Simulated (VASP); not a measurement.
Input of a VASP 6.6.1 run:

The input INCAR:

```
PREC     = Accurate       # precision mode
ENCUT    = 520            # plane-wave cutoff, eV
EDIFF    = 1E-6           # SCF threshold, eV
ISMEAR   = -1             # smearing method
SIGMA    = 0.05           # smearing width, eV
LREAL    = F              # projectors in reciprocal space
LASPH    = T              # aspherical terms in the spheres
NELM     = 80             # most SCF steps
ALGO     = Normal         # electronic algorithm
ISIF     = 2              # what is computed and relaxed
LWAVE    = F              # write WAVECAR
LCHARG   = F              # write CHGCAR
GGA      = CA             # functional
NBANDS   = 12             # bands
```

KPOINTS

```
regular mesh
0
Gamma
  12 12 12
```

File POSCAR:

```
Zn
1.0
    0.0000000000      1.9906312808      1.9906312808
    1.9906312808      0.0000000000      1.9906312808
    1.9906312808      1.9906312808      0.0000000000
Zn
1
Direct
    0.0000000000      0.0000000000      0.0000000000
```

Potentials or basis: VASP PAW LDA potentials, release 64 (Zn).

Launch:

```sh
$ cat potpaw_LDA.64/Zn/POTCAR > POTCAR
$ mpirun -np 1 vasp_std > vasp.out
```

What does it give for the band gap on the k mesh?

Zero (bands 6 and 7 overlap by 3.73 eV).

Estimate the pressure.

-9.8 GPa.

Caveat: the cell stands under tension.
